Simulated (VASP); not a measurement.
# W4C4N in VASP: single point with PBE+D3(BJ)

Aim: the single point of W4C4N with PBE+D3(BJ).

All numbers are computed with VASP 6.6.1; they aren't measurements. Logs are shortened: lines on timing, memory, paths and dates and some standing lists are left out, and cuts for length are marked.

## Step 1: The cell of the first run

The cell holds a slab with vacuum, 18 atoms: a = 5.710 Å, b = 5.710 Å, c = 15.205 Å, α = 90.00°, β = 90.00°, γ = 120.00°.

## Step 2: Single point, PBE+D3(BJ)

The input, INCAR:

```
PREC = Accurate
ENCUT = 1000
EDIFF = 1E-6
ISMEAR = -1
SIGMA = 0.05
LREAL = Auto
LASPH = T
NELM = 120
ALGO = Normal
ISIF = 2
LWAVE = F
LCHARG = T
GGA = PE
IVDW = 12
LELF = T
LVHAR = T
NBANDS = 92
GGA_COMPAT = F
NELMDL = -8
```

The input, KPOINTS:

```
Automatic mesh
0
Gamma
  2 2 1
```

The input, POSCAR:

```
W4C4N
1.0
    5.7102600000      0.0000000000      0.0000000000
   -2.8551300000      4.9452300000      0.0000000000
    0.0000000000      0.0000000000     15.2045300000
W C N
8 8 2
Direct
    0.0000000000      0.0000000000      0.0657699000
    0.0000864715      0.0000268560      0.2565502615
    0.0000000000      0.5000000000      0.0657699000
    0.0001136046      0.5000791543      0.2565917880
    0.5000000000      0.0000000000      0.0657699000
    0.5001703589      0.0001530607      0.2565474153
    0.5000000000      0.5000000000      0.0657699000
    0.5000763519      0.5000951778      0.2565432937
    0.3333861422      0.1666905715      0.1525559718
    0.3331349654      0.1664446800      0.3315601042
    0.3333405708      0.6666728534      0.1526067201
    0.3334792153      0.6666289157      0.3316172937
    0.8333515787      0.1666959231      0.1525602705
    0.8335024038      0.1664426316      0.3315545758
    0.8333296525      0.6666273428      0.1525570211
    0.8333194830      0.6665333397      0.3315625346
    0.6245203075      0.2603067993      0.5228778270
    0.7260308788      0.4829164307      0.5245046166
```

Potentials or basis: VASP PAW PBE potentials, release 64 (W_sv, C_h, N_h).

Launch:

```bash
> cat potpaw_PBE.64/W_sv/POTCAR potpaw_PBE.64/C_h/POTCAR potpaw_PBE.64/N_h/POTCAR > POTCAR
> mpirun -np 1 vasp_std > vasp.out
```

OUTCAR:

```text
PREC = Accurate
   ENCUT = 1000
   EDIFF = 1E-6
   ISMEAR = -1
   LREAL = Auto
   LASPH = T
   NELM = 120
   ISIF = 2
   GGA = PE
   IVDW = 12
   NELMDL = -8
 IVDW          = 12

 ion  position               nearest neighbor table
   1  0.000  0.000  0.066-  13 2.11  15 2.11   9 2.11   7 2.86   3 2.86   3 2.86   7 2.86   5 2.86
                             5 2.86   2 2.90
   2  0.000  0.000  0.257-  14 2.00  10 2.00  16 2.01   9 2.28  13 2.28  15 2.28   4 2.85   8 2.85
                             6 2.86   6 2.86   8 2.86   4 2.86   1 2.90
   3  0.000  0.500  0.066-  15 2.11  13 2.11  11 2.11   5 2.86   1 2.86   1 2.86   5 2.86   7 2.86
                             7 2.86   4 2.90
   4  0.000  0.500  0.257-  16 2.00  12 2.00  14 2.01  11 2.28  15 2.28  13 2.28   6 2.85   8 2.85
                             2 2.85   2 2.86   8 2.86   6 2.86   3 2.90
   5  0.500  0.000  0.066-   9 2.11  13 2.11  11 2.11   7 2.86   3 2.86   7 2.86   3 2.86   1 2.86
                             1 2.86   6 2.90
   6  0.500  0.000  0.257-  14 2.00  10 2.00  12 2.01  13 2.28   9 2.28  11 2.28   4 2.85   2 2.86
                             8 2.86   8 2.86   2 2.86   4 2.86   5 2.90
   7  0.500  0.500  0.066-   9 2.11  15 2.11  11 2.11   5 2.86   1 2.86   5 2.86   1 2.86   3 2.86
                             3 2.86   8 2.90
   8  0.500  0.500  0.257-  16 2.00  12 2.00  10 2.01  11 2.28  15 2.28   9 2.28   4 2.85   2 2.85
                             6 2.86   6 2.86   2 2.86   4 2.86   7 2.90
   9  0.333  0.167  0.153-   5 2.11   7 2.11   1 2.11   2 2.28   6 2.28   8 2.28
  10  0.333  0.166  0.332-   2 2.00   6 2.00   8 2.01
  11  0.333  0.667  0.153-   5 2.11   7 2.11   3 2.11   8 2.28   4 2.28   6 2.28
  12  0.333  0.667  0.332-   8 2.00   4 2.00   6 2.01
  13  0.833  0.167  0.153-   3 2.11   1 2.11   5 2.11   6 2.28   2 2.28   4 2.28
  14  0.834  0.166  0.332-   2 2.00   6 2.00   4 2.01
  15  0.833  0.667  0.153-   3 2.11   7 2.11   1 2.11   8 2.28   2 2.28   4 2.28
  16  0.833  0.667  0.332-   4 2.00   8 2.00   2 2.01
  17  0.625  0.260  0.523-  18 1.10
  18  0.726  0.483  0.525-  17 1.10

  LATTYP: Found a hexagonal cell.
 ALAT       =     5.7102600000
 C/A-ratio  =     2.6626686000

  Lattice vectors:

 A1 = (   5.7102600000,   0.0000000000,   0.0000000000)
 A2 = (  -2.8551300000,   4.9452300000,   0.0000000000)
 A3 = (   0.0000000000,   0.0000000000,  15.2045300000)

Analysis of symmetry for initial positions (statically):
=====================================================================
 Subroutine PRICEL returns:
 Original cell was already a primitive cell.

 Routine SETGRP: Setting up the symmetry group for a
 hexagonal supercell.

 Subroutine GETGRP returns: Found  1 space group operations
 (whereof  1 operations were pure point group operations)
 out of a pool of 24 trial point group operations.

The static configuration has the point symmetry C_1 .

Analysis of symmetry for dynamics (positions and initial velocities):
=====================================================================
 Subroutine PRICEL returns:
 Original cell was already a primitive cell.

 Routine SETGRP: Setting up the symmetry group for a
 hexagonal supercell.

 Subroutine GETGRP returns: Found  1 space group operations
 (whereof  1 operations were pure point group operations)
 out of a pool of 24 trial point group operations.

The dynamic configuration has the point symmetry C_1 .

 Subroutine INISYM returns: Found  1 space group operations
 (whereof  1 operations are pure point group operations),
 and found     1 'primitive' translations

----------------------------------------------------------------------------------------

                                     Primitive cell

  volume of cell :     429.3539

  direct lattice vectors                    reciprocal lattice vectors
     5.710260000  0.000000000  0.000000000     0.175123374  0.101107532  0.000000000
    -2.855130000  4.945230000  0.000000000     0.000000000  0.202215064  0.000000000
     0.000000000  0.000000000 15.204530000     0.000000000  0.000000000  0.065769873

  length of vectors
     5.710260000  5.710259808 15.204530000     0.202215057  0.202215064  0.065769873

  position of ions in fractional coordinates (direct lattice)
     0.000000000  0.000000000  0.065769900
     0.000086471  0.000026856  0.256550262
     0.000000000  0.500000000  0.065769900
     0.000113605  0.500079154  0.256591788
     0.500000000  0.000000000  0.065769900
     0.500170359  0.000153061  0.256547415
[... 10 lines left out ...]
     0.624520307  0.260306799  0.522877827
     0.726030879  0.482916431  0.524504617

  ion indices of the primitive-cell ions
   primitive index   ion index
                 1           1
                 2           2
                 3           3
                 4           4
                 5           5
                 6           6
[... 10 lines left out ...]
                17          17
                18          18

----------------------------------------------------------------------------------------

 KPOINTS: Automatic mesh

Automatic generation of k-mesh.
 Grid dimensions read from file:
 generate k-points for:    2    2    1

 Generating k-lattice:

  Cartesian coordinates                     Fractional coordinates (reciprocal lattice)
     0.087561687  0.050553766  0.000000000     0.500000000  0.000000000  0.000000000
     0.000000000  0.101107532  0.000000000     0.000000000  0.500000000  0.000000000
     0.000000000  0.000000000  0.065769873     0.000000000  0.000000000  1.000000000

  Length of vectors
     0.101107528  0.101107532  0.065769873

  Shift w.r.t. Gamma in fractional coordinates (k-lattice)
     0.000000000  0.000000000  0.000000000

 Subroutine IBZKPT returns following result:
 ===========================================

 Found      4 irreducible k-points:

 Following reciprocal coordinates:
            Coordinates               Weight
  0.000000  0.000000  0.000000      1.000000
  0.500000  0.000000  0.000000      1.000000
  0.000000  0.500000  0.000000      1.000000
  0.500000  0.500000  0.000000      1.000000
   k-points           NKPTS =      4   k-points in BZ     NKDIM =      4   number of bands    NBANDS=     92
   number of dos      NEDOS =    301   number of ions     NIONS =     18
   total plane-waves  NPLWV = 576000
   dimension x,y,z NGX =    60 NGY =   60 NGZ =  160
   dimension x,y,z NGXF=   120 NGYF=  120 NGZF=  320
   ions per type =               8   8   2
   NGX,Y,Z   is equivalent  to a cutoff of  17.47, 17.47, 17.49 a.u.
   NGXF,Y,Z  is equivalent  to a cutoff of  34.94, 34.94, 34.99 a.u.
 SYSTEM =  unknown system
   PREC   = accura    normal or accurate (medium, high low for compatibility)
   ISTART =      0    job   : 0-new  1-cont  2-samecut
   ICHARG =      2    charge: 1-file 2-atom 10-const
   ISPIN  =      1    spin polarized calculation?
   LNONCOLLINEAR =      F non collinear calculations
   LSORBIT =      F    spin-orbit coupling
   LASPH  =      T    aspherical Exc in radial PAW
   ENCUT  = 1000.0 eV  73.50 Ry    8.57 a.u.  14.72 14.72 39.20*2*pi/ulx,y,z
   NELM   =    120;   NELMIN=  2; NELMDL= -8     # of ELM steps
   EDIFF  = 0.1E-05   stopping-criterion for ELM
   LREAL  =      T    real-space projection
   EDIFFG = 0.1E-04   stopping-criterion for IOM
   NSW    =      0    number of steps for IOM
   IBRION =     -1    ionic relax: 0-MD 1-quasi-New 2-CG
   NFREE  =      0    steps in history (QN), initial steepest desc. (CG)
   ISIF   =      2    stress and relaxation
   ISYM   =      2    0-nonsym 1-usesym 2-fastsym
   POTIM  = 0.5000    time-step for ionic-motion
   TEBEG  =    0.0;   TEEND  =   0.0 temperature during run
   PSTRESS=    0.0 pullay stress
   NELECT =     154.0000    total number of electrons
   NUPDOWN=      -1.0000    fix difference up-down
   EMIN   =  10.00;   EMAX   =-10.00  energy-range for DOS
   EFERMI =   0.00;   METHOD = LEGACY
   ISMEAR =    -1;   SIGMA  =   0.05  broadening in eV -4-tet -1-fermi 0-gaus
   EFERMI_NEDOS =   21; number of points for ismear=-14 and -15
   IALGO  =     38    algorithm
   IMIX   =      4    mixing-type and parameters
     AMIX     =   0.40;   BMIX     =  1.00
     AMIX_MAG =   1.60;   BMIX_MAG =  1.00
  volume/ion in A,a.u.               =      23.85       160.97
  Fermi-wavevector in a.u.,A,eV,Ry     =   1.163170  2.198073 18.408206  1.352965
  Thomas-Fermi vector in A             =   2.299723
   LORBIT       =      0    0 simple, 1 ext, 2 COOP (PROOUT), +10 PAW based schemes
   GGA     = PE    functional components
   LHFCALC =     F    Hartree Fock is set to
   AEXX    =    0.0000 exact exchange contribution
   IVDW    =    12    specifies the selected vdW correction
   LEPSILON=     F    determine dielectric tensor
   LRPA    =     F    only Hartree local field effects (RPA)
 non-spin polarized calculation
  energy-cutoff  :     1000.00
  volume of cell :      429.35
 maximum number of plane-waves:     30832
 NGX is ok and might be reduce to    60
   NGX = 29   NGY = 29   NGZ = 79

 number of electron     153.9999996 magnetization

 Free energy of the ion-electron system (eV)
  ---------------------------------------------------
  ext. energy  EPLUGINS =         0.00000000
  ---------------------------------------------------
  free energy    TOTEN  =      -179.26777839 eV

  energy without entropy =     -179.15177145  energy(sigma->0) =     -179.20977492

 E-fermi :   1.5204     XC(G=0):  -7.2750

 val. band max:        1.4969757550   @ k =   0.5000   0.5000   0.0000
 cond. band min:       1.6580004487   @ k =   0.0000   0.0000   0.0000
 fundamental gap:      0.1610246937
 Fermi energy:         1.5204247817

 k-point     1 :       0.0000    0.0000    0.0000
  band No.  band energies     occupation
      1     -72.5832      2.00000
      2     -72.5119      2.00000
      3     -72.5115      2.00000
      4     -72.5114      2.00000
      5     -72.1715      2.00000
      6     -72.0961      2.00000
[... 81 lines left out ...]
     88       4.6021      0.00000
     89       5.0781      0.00000

 k-point     2 :       0.5000    0.0000    0.0000
  band No.  band energies     occupation
      1     -72.5477      2.00000
      2     -72.5473      2.00000
      3     -72.5118      2.00000
      4     -72.5114      2.00000
      5     -72.1334      2.00000
      6     -72.1334      2.00000
[... 81 lines left out ...]
     88       3.4794      0.00000
     89       3.4811      0.00000

 k-point     3 :       0.0000    0.5000    0.0000
  band No.  band energies     occupation
      1     -72.5477      2.00000
      2     -72.5473      2.00000
      3     -72.5118      2.00000
      4     -72.5114      2.00000
      5     -72.1343      2.00000
      6     -72.1324      2.00000
[... 81 lines left out ...]
     88       3.4790      0.00000
     89       3.4795      0.00000

 k-point     4 :       0.5000    0.5000    0.0000
  band No.  band energies     occupation
      1     -72.5476      2.00000
      2     -72.5474      2.00000
      3     -72.5117      2.00000
      4     -72.5115      2.00000
      5     -72.1339      2.00000
      6     -72.1328      2.00000
[... 81 lines left out ...]
     88       3.4803      0.00000
     89       3.4804      0.00000
 [bands above 89 left out]

------------------------ aborting loop because EDIFF is reached ----------------------------------------

 Edisp (eV)   -5.03709

 E8    (eV) :    -2.3447

  FORCE on cell =-STRESS in cart. coord.  units (eV):
  Direction    XX          YY          ZZ          XY          YZ          ZX
  --------------------------------------------------------------------------------------
  -------------------------------------------------------------------------------------
  Total      13.23035    13.33594     0.30229    -0.00287     0.00686    -0.00964
  in kB      49.37038    49.76441     1.12804    -0.01072     0.02561    -0.03596
  external pressure =       33.42 kB  Pullay stress =        0.00 kB

 VOLUME and BASIS-vectors are now :
 -----------------------------------------------------------------------------
  energy-cutoff  :     1000.00
  volume of cell :      429.35
      direct lattice vectors                 reciprocal lattice vectors
     5.710260000  0.000000000  0.000000000     0.175123374  0.101107532  0.000000000
    -2.855130000  4.945230000  0.000000000     0.000000000  0.202215064  0.000000000
     0.000000000  0.000000000 15.204530000     0.000000000  0.000000000  0.065769873

 POSITION                                       TOTAL-FORCE (eV/Angst)
 -----------------------------------------------------------------------------------
      0.00000      0.00000      1.00000         0.000581     -0.003015     -0.028296
      0.00042      0.00013      3.90073         0.002215      0.003414     -0.008990
     -1.42756      2.47261      1.00000         0.002844     -0.000403     -0.026476
     -1.42714      2.47301      3.90136        -0.001848      0.005121     -0.014560
      2.85513      0.00000      1.00000         0.001651     -0.000743     -0.026017
      2.85567      0.00076      3.90068        -0.006830      0.000370      0.006400
[... 10 lines left out ...]
      2.82296      1.28728      7.95011         0.004582     -0.097119     -0.007916
      2.76704      2.38813      7.97485        -0.002674      0.092587     -0.004076
 -----------------------------------------------------------------------------------
    total drift:                                0.005456      0.003851      0.102927

  FREE ENERGIE OF THE ION-ELECTRON SYSTEM (eV)
  ---------------------------------------------------
  free  energy   TOTEN  =      -184.3048656697 eV

  energy  without entropy=     -184.1888587366  energy(sigma->0) =     -184.24686220
```

Run time: 15 min. Hardware: 1 thread of Intel Xeon 6975P-C (Granite Rapids), shared host; peak memory 1.2 GiB.

Results:

- Free energy: -184.3049 eV
- Largest force: 0.098 eV/Å
- Band gap on the k mesh: zero (bands 77 and 78 overlap by 0.33 eV)
- Dispersion energy per atom: -0.280 eV

Forces in eV/Å, atoms in the order of the input:
```
W    0.001 -0.003 -0.028
W    0.002  0.003 -0.009
W    0.003  0.000 -0.026
W   -0.002  0.005 -0.015
W    0.002 -0.001 -0.026
W   -0.007  0.000  0.006
W   -0.001 -0.001 -0.030
W    0.007 -0.004 -0.002
C   -0.002  0.000 -0.017
C   -0.003 -0.001  0.047
C    0.000 -0.001 -0.020
C   -0.003  0.003  0.057
C    0.001  0.000 -0.019
C    0.000 -0.001  0.062
C    0.000  0.002 -0.020
C   -0.002  0.002  0.050
N    0.005 -0.097 -0.008
N   -0.003  0.093 -0.004
```

Caveat: the k points lie up to 0.64 Å⁻¹ apart; there is no dipole correction, which matters where the two faces differ; spin-orbit coupling is left out, which moves the levels of the heavy elements.

The gap in the log of VASP goes by the Fermi energy; the results here count the filled bands.